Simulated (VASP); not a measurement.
# LuScBr6 (R-3) in VASP: single point with PBEsol

Aim: the single point of LuScBr6 with PBEsol.

Everything below comes from runs of VASP 6.6.1. Logs are shortened: lines on timing, memory, paths and dates and some standing lists are left out, and cuts for length are marked.

## 1. The cell of the first run

It takes space group R-3 (No. 148, trigonal). Conventional cell: a = 6.675 Å, b = 6.675 Å, c = 18.245 Å, α = 90.00°, β = 90.00°, γ = 120.00°. Within 3.6 Å of Lu (site symmetry -3) lie 6 Br at 2.73 Å. Sc (site symmetry -3) has 6 Br at 2.63 Å within 3.5 Å. Br (site symmetry 1) has 1 Sc at 2.63 Å and 1 Lu at 2.73 Å within 3.5 Å.

## 2. Single point, PBEsol

File INCAR:

```
ALGO = Normal
EDIFF = 1E-6
ENCUT = 520
GGA = PS
ISIF = 2
ISMEAR = -1
LASPH = T
LCHARG = F
LREAL = F
LWAVE = F
NBANDS = 49
NELM = 60
PREC = Accurate
SIGMA = 0.03
```

File KPOINTS:

```
k-points
0
Gamma
  4 4 4
```

File POSCAR:

```
LuScBr6
1.0
    3.3372674378      1.9267722535      6.0815461481
   -3.3372674378      1.9267722535      6.0815461481
    0.0000000000     -3.8535445071      6.0815461481
Lu Sc Br
1 1 6
Direct
    0.5000000000      0.5000000000      0.5000000000
    0.0000000000      0.0000000000      0.0000000000
    0.5939355368      0.9163292476      0.2439008978
    0.9163292476      0.2439008978      0.5939355368
    0.7560991022      0.4060644632      0.0836707524
    0.0836707524      0.7560991022      0.4060644632
    0.4060644632      0.0836707524      0.7560991022
    0.2439008978      0.5939355368      0.9163292476
```

Potentials or basis: VASP PAW PBE potentials, release 64 (Lu, Sc_sv, Br).

Launch:

```
$ cat potpaw_PBE.64/Lu/POTCAR potpaw_PBE.64/Sc_sv/POTCAR potpaw_PBE.64/Br/POTCAR > POTCAR
$ mpirun -np 1 vasp_std > vasp.out
```

OUTCAR:

```text
EDIFF = 1E-6
   ENCUT = 520
   GGA = PS
   ISIF = 2
   ISMEAR = -1
   LASPH = T
   LREAL = F
   NELM = 60
   PREC = Accurate

 ion  position               nearest neighbor table
   1  0.500  0.500  0.500-   3 2.73   7 2.73   5 2.73   8 2.73   4 2.73   6 2.73
   2  0.000  0.000  0.000-   3 2.63   7 2.63   6 2.63   4 2.63   5 2.63   8 2.63
   3  0.594  0.916  0.244-   2 2.63   1 2.73
   4  0.916  0.244  0.594-   2 2.63   1 2.73
   5  0.756  0.406  0.084-   2 2.63   1 2.73
   6  0.084  0.756  0.406-   2 2.63   1 2.73
   7  0.406  0.084  0.756-   2 2.63   1 2.73
   8  0.244  0.594  0.916-   2 2.63   1 2.73

  LATTYP: Found a trigonal (rhomboedric) cell.
 ALAT       =     7.1996533819
 COS(alpha) =     0.5702767606

  Lattice vectors:

 A1 = (   3.3372674378,   1.9267722535,   6.0815461481)
 A2 = (  -3.3372674378,   1.9267722535,   6.0815461481)
 A3 = (   0.0000000000,  -3.8535445071,   6.0815461481)

Analysis of symmetry for initial positions (statically):
=====================================================================
 Subroutine PRICEL returns:
 Original cell was already a primitive cell.

 Routine SETGRP: Setting up the symmetry group for a
 trigonal (rhombohedral) supercell.

 Subroutine GETGRP returns: Found  6 space group operations
 (whereof  6 operations were pure point group operations)
 out of a pool of 12 trial point group operations.

The static configuration has the point symmetry S_6 .

Analysis of symmetry for dynamics (positions and initial velocities):
=====================================================================
 Subroutine PRICEL returns:
 Original cell was already a primitive cell.

 Routine SETGRP: Setting up the symmetry group for a
 trigonal (rhombohedral) supercell.

 Subroutine GETGRP returns: Found  6 space group operations
 (whereof  6 operations were pure point group operations)
 out of a pool of 12 trial point group operations.

The dynamic configuration has the point symmetry S_6 .

 Subroutine INISYM returns: Found  6 space group operations
 (whereof  6 operations are pure point group operations),
 and found     1 'primitive' translations

----------------------------------------------------------------------------------------

[... 94 lines left out ...]
   LREAL  =      F    real-space projection
   EDIFFG = 0.1E-04   stopping-criterion for IOM
   NSW    =      0    number of steps for IOM
   IBRION =     -1    ionic relax: 0-MD 1-quasi-New 2-CG
   NFREE  =      0    steps in history (QN), initial steepest desc. (CG)
   ISIF   =      2    stress and relaxation
   ISYM   =      2    0-nonsym 1-usesym 2-fastsym
   POTIM  = 0.5000    time-step for ionic-motion
   TEBEG  =    0.0;   TEEND  =   0.0 temperature during run
   PSTRESS=    0.0 pullay stress
   NELECT =      78.0000    total number of electrons
   NUPDOWN=      -1.0000    fix difference up-down
   EMIN   =  10.00;   EMAX   =-10.00  energy-range for DOS
   EFERMI =   0.00;   METHOD = LEGACY
   ISMEAR =    -1;   SIGMA  =   0.03  broadening in eV -4-tet -1-fermi 0-gaus
   EFERMI_NEDOS =   21; number of points for ismear=-14 and -15
   IALGO  =     38    algorithm
   IMIX   =      4    mixing-type and parameters
     AMIX     =   0.40;   BMIX     =  1.00
     AMIX_MAG =   1.60;   BMIX_MAG =  1.00
  volume/ion in A,a.u.               =      29.33       197.92
  Fermi-wavevector in a.u.,A,eV,Ry     =   1.134081  2.143103 17.498999  1.286140
  Thomas-Fermi vector in A             =   2.270785
   LORBIT       =      0    0 simple, 1 ext, 2 COOP (PROOUT), +10 PAW based schemes
   GGA     = PS    functional components
   LHFCALC =     F    Hartree Fock is set to
   AEXX    =    0.0000 exact exchange contribution
   IVDW    =     0    specifies the selected vdW correction
   LEPSILON=     F    determine dielectric tensor
   LRPA    =     F    only Hartree local field effects (RPA)
 non-spin polarized calculation
  energy-cutoff  :      520.00
  volume of cell :      234.63
 maximum number of plane-waves:      6346
 NGX is ok and might be reduce to    54
   NGX = 27   NGY = 27   NGZ = 27

 number of electron      77.9999992 magnetization

 Free energy of the ion-electron system (eV)
  ---------------------------------------------------
  ext. energy  EPLUGINS =         0.00000000
  ---------------------------------------------------
  free energy    TOTEN  =       -36.25521053 eV

  energy without entropy =      -36.25521053  energy(sigma->0) =      -36.25521053

 E-fermi :   1.0587     XC(G=0):  -8.8829

 val. band max:        0.2494595320   @ k =   0.0000   0.0000   0.0000
 cond. band min:       2.9216019242   @ k =   0.5000   0.5000   0.0000
 fundamental gap:      2.6721423922
 Fermi energy:         1.0586746772

 k-point     1 :       0.0000    0.0000    0.0000
  band No.  band energies     occupation
      1     -54.9346      2.00000
      2     -48.6958      2.00000
      3     -27.4059      2.00000
      4     -27.4059      2.00000
      5     -27.3807      2.00000
      6     -25.6429      2.00000
[... 717 lines left out ...]
     48       6.6404      0.00000
     49       6.7412      0.00000

------------------------ aborting loop because EDIFF is reached ----------------------------------------

  FORCE on cell =-STRESS in cart. coord.  units (eV):
  Direction    XX          YY          ZZ          XY          YZ          ZX
  --------------------------------------------------------------------------------------
  -------------------------------------------------------------------------------------
  Total        0.2107560      0.2107560      0.1943325      0.0000003     -0.0000000      0.0000000
  in kB        1.4391425      1.4391425      1.3269951      0.0000021     -0.0000000      0.0000000
  external PRESSURE =       1.4017601 kB  Pullay stress =       0.0000000 kB

 VOLUME and BASIS-vectors are now :
 -----------------------------------------------------------------------------
  energy-cutoff  :      520.00
  volume of cell :      234.63
      direct lattice vectors                 reciprocal lattice vectors
     3.337267438  1.926772254  6.081546148     0.149823174  0.086500450  0.054810623
    -3.337267438  1.926772254  6.081546148    -0.149823174  0.086500450  0.054810623
     0.000000000 -3.853544507  6.081546148     0.000000000 -0.173000900  0.054810623

 POSITION                                       TOTAL-FORCE (eV/Angst)
 -----------------------------------------------------------------------------------
      0.00000     -0.00000      9.12232         0.000000     -0.000000     -0.000000
      0.00000      0.00000      0.00000         0.000000     -0.000000     -0.000000
     -1.07591      1.97005     10.66804        -0.016703      0.002826      0.002249
      2.24407     -0.05326     10.66804         0.010799      0.013052      0.002249
      1.16816      1.91680      7.57660        -0.005904      0.015878     -0.002249
     -2.24407      0.05326      7.57660        -0.010799     -0.013052     -0.002249
      1.07591     -1.97005      7.57660         0.016703     -0.002826     -0.002249
     -1.16816     -1.91680     10.66804         0.005904     -0.015878      0.002249
 -----------------------------------------------------------------------------------
    total drift:                                0.000000     -0.000000      0.000000

  FREE ENERGIE OF THE ION-ELECTRON SYSTEM (eV)
  ---------------------------------------------------
  free  energy   TOTEN  =       -36.2552105298 eV

  energy  without entropy=      -36.2552105298  energy(sigma->0) =      -36.25521053
```

OSZICAR:

```text
N       E                     dE             d eps       ncg     rms          rms(c)
DAV:   1     0.843131376198E+03    0.84313E+03   -0.30983E+04  2002   0.321E+03
DAV:   2     0.133950468304E+03   -0.70918E+03   -0.67403E+03  1684   0.759E+02
DAV:   3    -0.237195071648E+02   -0.15767E+03   -0.14971E+03  1994   0.187E+02
DAV:   4    -0.377512963899E+02   -0.14032E+02   -0.13898E+02  1952   0.573E+01
DAV:   5    -0.387872634788E+02   -0.10360E+01   -0.10317E+01  2528   0.139E+01    0.113E+01
DAV:   6    -0.362906764107E+02    0.24966E+01   -0.44968E+00  2312   0.491E+01    0.542E+00
DAV:   7    -0.362750733788E+02    0.15603E-01   -0.15511E+00  2464   0.855E+00    0.246E+00
DAV:   8    -0.362843461733E+02   -0.92728E-02   -0.34850E-01  2088   0.659E+00    0.117E+00
DAV:   9    -0.362597273300E+02    0.24619E-01   -0.13612E-01  2176   0.457E+00    0.548E-01
DAV:  10    -0.362557006248E+02    0.40267E-02   -0.25139E-02  2072   0.177E+00    0.225E-01
DAV:  11    -0.362551822483E+02    0.51838E-03   -0.33882E-03  2104   0.610E-01    0.731E-02
DAV:  12    -0.362552197587E+02   -0.37510E-04   -0.45165E-04  2216   0.156E-01    0.282E-02
DAV:  13    -0.362552090095E+02    0.10749E-04   -0.64608E-05  2008   0.590E-02    0.891E-03
DAV:  14    -0.362552111841E+02   -0.21746E-05   -0.17097E-05  2320   0.445E-02    0.681E-03
DAV:  15    -0.362552105298E+02    0.65435E-06   -0.79795E-06  1984   0.276E-02
   1 F= -.36255211E+02 E0= -.36255211E+02  d E =-.530445E-13
```

stdout:

```text
POSCAR found type information on POSCAR LuScBr
 POSCAR found :  3 types and       8 ions
 scaLAPACK will be used
 -----------------------------------------------------------------------------
|                                                                             |
|                                                                             |
|     You enforced a specific xc type in the INCAR file but a different       |
|     I HOPE YOU KNOW WHAT YOU ARE DOING!                                     |
|                                                                             |
 -----------------------------------------------------------------------------

 LDA part: xc-table for (Slater+PW92), standard interpolation
 POSCAR, INCAR and KPOINTS ok, starting setup
 FFT: planning ... GRIDC
 FFT: planning ... GRID_SOFT
 FFT: planning ... GRID
 WAVECAR not read
 entering main loop
```

Run time: 5.2 min. Hardware: 1 thread of Intel Xeon Platinum 8259CL at 2.50GHz (Skylake/Cascade Lake), shared host; peak memory 0.49 GiB.

Results:

```yaml
Free_energy: -36.2552 eV
Pressure: 0.1 GPa
Largest_force: 0.017 eV/Å
Band_gap_on_the_k_mesh: 2.67 eV (least direct gap 2.76 eV)
```

Forces on the atoms (eV/Å):
```
Lu   0.000  0.000  0.000
Sc   0.000  0.000  0.000
Br  -0.017  0.003  0.002
Br   0.011  0.013  0.002
Br  -0.006  0.016 -0.002
Br  -0.011 -0.013 -0.002
Br   0.017 -0.003 -0.002
Br   0.006 -0.016  0.002
```

Caveat: the PAW data sets were made with another functional, which shifts forces and pressure a little; spin-orbit coupling is left out, which moves the levels of the heavy elements.
